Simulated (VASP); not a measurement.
# Ti (Fm-3m) in VASP: further runs, part 3 of 3

VASP 6.6.1.

**4. Electric field gradients, LDA**

This run uses another cell than the first one, of 16.73 Å³/atom, 1.010 times its volume.

INCAR

```
ALGO     = Normal         # electronic algorithm
EDIFF    = 1E-8           # SCF threshold, eV
ENCUT    = 400            # plane-wave cutoff, eV
GGA_COMPAT= False        
ISIF     = 2              # what is computed and relaxed
ISMEAR   = -1             # smearing method
LASPH    = True           # aspherical terms in the spheres
LCHARG   = False          # write CHGCAR
LEFG     = True         
LREAL    = False          # projectors in reciprocal space
LWAVE    = False          # write WAVECAR
NBANDS   = 12             # bands
NELM     = 120            # most SCF steps
PREC     = Accurate       # precision mode
SIGMA    = 0.05           # smearing width, eV
```

KPOINTS

```
k-points
0
Gamma
  15 15 15
```

POSCAR

```
Ti
1.0
    0.0000000000      2.0300000000      2.0300000000
    2.0300000000      0.0000000000      2.0300000000
    2.0300000000      2.0300000000      0.0000000000
Ti
1
Direct
    0.0000000000      0.0000000000      0.0000000000
```

Potentials or basis: VASP PAW LDA potentials, release 64 (Ti_sv).

Launch:

```sh
$ cat potpaw_LDA.64/Ti_sv/POTCAR > POTCAR
$ mpirun -np 1 vasp_std > vasp.out
```

OUTCAR:

```text
EDIFF = 1E-8
   ENCUT = 400
   ISIF = 2
   ISMEAR = -1
   LASPH = True
   LREAL = False
   NELM = 120
   PREC = Accurate

 ion  position               nearest neighbor table
   1  0.000  0.000  0.000-

  LATTYP: Found a face centered cubic cell.
 ALAT       =     4.0600000000

  Lattice vectors:

 A1 = (   0.0000000000,   2.0300000000,   2.0300000000)
 A2 = (   2.0300000000,   0.0000000000,   2.0300000000)
 A3 = (   2.0300000000,   2.0300000000,   0.0000000000)

[... 563 lines left out ...]
    total drift:                                0.000000      0.000000      0.000000

  FREE ENERGIE OF THE ION-ELECTRON SYSTEM (eV)
  ---------------------------------------------------
  free  energy   TOTEN  =        -8.4876204839 eV

  energy  without entropy=       -8.4732999466  energy(sigma->0) =       -8.48046022

 Electric field gradients (V/A^2)
---------------------------------------------------------------------
 ion       V_xx      V_yy      V_zz      V_xy      V_xz      V_yz
---------------------------------------------------------------------
   1      -0.000     0.000    -0.000     0.001     0.001     0.001
---------------------------------------------------------------------

 Electric field gradients after diagonalization (V/A^2)
 (convention: |V_zz| > |V_xx| > |V_yy|)
----------------------------------------------------------------------
 ion       V_xx      V_yy      V_zz     asymmetry (V_yy - V_xx)/ V_zz
----------------------------------------------------------------------
   1      -0.001    -0.001     0.001       0.000
----------------------------------------------------------------------

           NMR quadrupolar parameters

 Cq : quadrupolar parameter    Cq=e*Q*V_zz/h
 eta: asymmetry parameters     (V_yy - V_xx)/ V_zz
 Q  : nuclear electric quadrupole moment in mb (millibarn)
----------------------------------------------------------------------
 ion       Cq(MHz)       eta       Q (mb)
----------------------------------------------------------------------
   1       0.000       0.000       1.000
----------------------------------------------------------------------
```

OSZICAR:

```text
N       E                     dE             d eps       ncg     rms          rms(c)
DAV:   1     0.774210176052E+02    0.77421E+02   -0.56571E+03  2900   0.101E+03
DAV:   2    -0.602974983452E+01   -0.83451E+02   -0.81003E+02  2956   0.271E+02
DAV:   3    -0.941545760800E+01   -0.33857E+01   -0.33573E+01  3692   0.592E+01
DAV:   4    -0.949233548867E+01   -0.76878E-01   -0.76790E-01  3244   0.819E+00
DAV:   5    -0.949428010277E+01   -0.19446E-02   -0.19444E-02  3368   0.114E+00    0.845E+00
DAV:   6    -0.850214361464E+01    0.99214E+00   -0.20408E+00  3128   0.208E+01    0.222E+00
DAV:   7    -0.848232269643E+01    0.19821E-01   -0.92257E-02  3516   0.323E+00    0.125E+00
DAV:   8    -0.848741727739E+01   -0.50946E-02   -0.36052E-02  2988   0.253E+00    0.163E-01
DAV:   9    -0.848760972001E+01   -0.19244E-03   -0.25716E-03  3616   0.586E-01    0.691E-02
DAV:  10    -0.848762868503E+01   -0.18965E-04   -0.24324E-04  3104   0.186E-01    0.899E-03
DAV:  11    -0.848762182928E+01    0.68557E-05   -0.18243E-05  3312   0.623E-02    0.116E-02
DAV:  12    -0.848762046256E+01    0.13667E-05   -0.38881E-06  3212   0.255E-02    0.998E-04
DAV:  13    -0.848762051715E+01   -0.54589E-07   -0.67113E-08  3376   0.275E-03    0.559E-04
DAV:  14    -0.848762048168E+01    0.35469E-07   -0.86851E-09  2272   0.147E-03    0.523E-05
DAV:  15    -0.848762048391E+01   -0.22244E-08   -0.47343E-10  1668   0.200E-04
   1 F= -.84876205E+01 E0= -.84804602E+01  d E =-.143205E-01
```

Wall time 8.3 s (1 thread of Intel Xeon 6975P-C (Granite Rapids), shared host); peak memory 0.13 GiB.

What came out:

| Quantity | Value |
| --- | --- |
| Free energy | -8.4876 eV |
| Pressure | -5.7 GPa |
| Band gap on the k mesh | zero (band 6 reaches 9.25 eV, above the bottom of band 7 at 8.09 eV) |

Levels at points of the mesh, in eV from the Fermi level:
```tsv
k point	band 2	band 3	band 4	band 5	band 6	band 7	band 8	band 9	band 10	band 11
(0.00, 0.00, 0.00)	-32.15	-32.15	-32.15	-6.08	0.86	0.86	0.86	2.55	2.55	15.55
```

Caveat: without QUAD_EFG the Cq values of the log hold for a quadrupole moment of 1 mb, not for the nuclei.

**5. Electric field gradients, LDA (volume scaled by 1.01)**

INCAR

```
SYSTEM = Ti
  ALGO = Normal
  EDIFF = 1E-8
  ENCUT = 400
  GGA = CA
  GGA_COMPAT = .FALSE.
  ISIF = 2
  ISMEAR = -1
  LASPH = .TRUE.
  LCHARG = .FALSE.
  LEFG = .TRUE.
  LREAL = .FALSE.
  LWAVE = .FALSE.
  NBANDS = 12
  NELM = 120
  PREC = Accurate
  SIGMA = 0.05
```

KPOINTS

```
k-points
0
G
  15 15 15
  0 0 0
```

POSCAR

```
Ti
1.0
    0.0000000000      2.0367442356      2.0367442356
    2.0367442356      0.0000000000      2.0367442356
    2.0367442356      2.0367442356      0.0000000000
Ti
1
Direct
    0.0000000000      0.0000000000      0.0000000000
```

Potentials or basis: VASP PAW LDA potentials, release 64 (Ti_sv).

Launch:

```sh
$ cat potpaw_LDA.64/Ti_sv/POTCAR > POTCAR
$ mpirun -np 1 vasp_std > vasp.out
```

OUTCAR:

```text
SYSTEM = Ti
   EDIFF = 1E-8
   ENCUT = 400
   GGA = CA
   ISIF = 2
   ISMEAR = -1
   LASPH = .TRUE.
   LREAL = .FALSE.
   NELM = 120
   PREC = Accurate

 ion  position               nearest neighbor table
   1  0.000  0.000  0.000-

  LATTYP: Found a face centered cubic cell.
 ALAT       =     4.0734884712

  Lattice vectors:

 A1 = (   0.0000000000,   2.0367442356,   2.0367442356)
 A2 = (   2.0367442356,   0.0000000000,   2.0367442356)
 A3 = (   2.0367442356,   2.0367442356,   0.0000000000)

Analysis of symmetry for initial positions (statically):
=====================================================================
 Subroutine PRICEL returns:
 Original cell was already a primitive cell.

 Routine SETGRP: Setting up the symmetry group for a
 face centered cubic supercell.

[... 540 lines left out ...]
  external PRESSURE =     -66.9130285 kB  Pullay stress =       0.0000000 kB

 VOLUME and BASIS-vectors are now :
 -----------------------------------------------------------------------------
  energy-cutoff  :      400.00
  volume of cell :       16.90
      direct lattice vectors                 reciprocal lattice vectors
     0.000000000  2.036744236  2.036744236    -0.245489832  0.245489832  0.245489832
     2.036744236  0.000000000  2.036744236     0.245489832 -0.245489832  0.245489832
     2.036744236  2.036744236  0.000000000     0.245489832  0.245489832 -0.245489832

 POSITION                                       TOTAL-FORCE (eV/Angst)
 -----------------------------------------------------------------------------------
      0.00000      0.00000      0.00000         0.000000      0.000000      0.000000
 -----------------------------------------------------------------------------------
    total drift:                                0.000000      0.000000      0.000000

  FREE ENERGIE OF THE ION-ELECTRON SYSTEM (eV)
  ---------------------------------------------------
  free  energy   TOTEN  =        -8.4820343219 eV

  energy  without entropy=       -8.4676155382  energy(sigma->0) =       -8.47482493

 Electric field gradients (V/A^2)
---------------------------------------------------------------------
 ion       V_xx      V_yy      V_zz      V_xy      V_xz      V_yz
---------------------------------------------------------------------
   1       0.000     0.000    -0.000     0.001     0.001     0.001
---------------------------------------------------------------------

 Electric field gradients after diagonalization (V/A^2)
 (convention: |V_zz| > |V_xx| > |V_yy|)
----------------------------------------------------------------------
 ion       V_xx      V_yy      V_zz     asymmetry (V_yy - V_xx)/ V_zz
----------------------------------------------------------------------
   1      -0.001    -0.001     0.001       0.000
----------------------------------------------------------------------

           NMR quadrupolar parameters

 Cq : quadrupolar parameter    Cq=e*Q*V_zz/h
 eta: asymmetry parameters     (V_yy - V_xx)/ V_zz
 Q  : nuclear electric quadrupole moment in mb (millibarn)
----------------------------------------------------------------------
 ion       Cq(MHz)       eta       Q (mb)
----------------------------------------------------------------------
   1       0.000       0.000       1.000
----------------------------------------------------------------------
```

stdout:

```text
POSCAR found type information on POSCAR Ti
 POSCAR found :  1 types and       1 ions
 scaLAPACK will be used
 LDA part: xc-table for (Slater(with rela. corr.)+CA(PZ))
 , standard interpolation
 POSCAR, INCAR and KPOINTS ok, starting setup
 FFT: planning ... GRIDC
 FFT: planning ... GRID_SOFT
 FFT: planning ... GRID
 WAVECAR not read
 entering main loop
ion   1
```

Wall time 9.1 s (1 thread of Intel Xeon 6975P-C (Granite Rapids), shared host); peak memory 0.12 GiB.

What came out:

```yaml
Free_energy: -8.4820 eV
Pressure: -6.7 GPa
Band_gap_on_the_k_mesh: zero (band 6 reaches 9.14 eV, above the bottom of band 7 at 7.99 eV)
```

Caveat: the cell differs from its parent crystal (volume scaled by 1.01); without QUAD_EFG the Cq values of the log hold for a quadrupole moment of 1 mb, not for the nuclei.

**6. Overview**

```csv
cell,gap on the mesh (eV),pressure (GPa)
"a = 2.861 Å, angles 60.0°, 1 atom",none,-4.6
"a = 2.871 Å, angles 60.0°, 1 atom",none,-5.7
"a = 2.880 Å, angles 60.0°, 1 atom",none,-6.7
```

Alike in all rows: task electric field gradients; level LDA; potentials or basis VASP PAW LDA potentials, release 64 (Ti_sv); no spin polarisation; k mesh 15 × 15 × 15; cutoff (eV) 400; smearing fermi-dirac 0.05 eV.

Absolute energies hang on the potentials; compare differences alone.
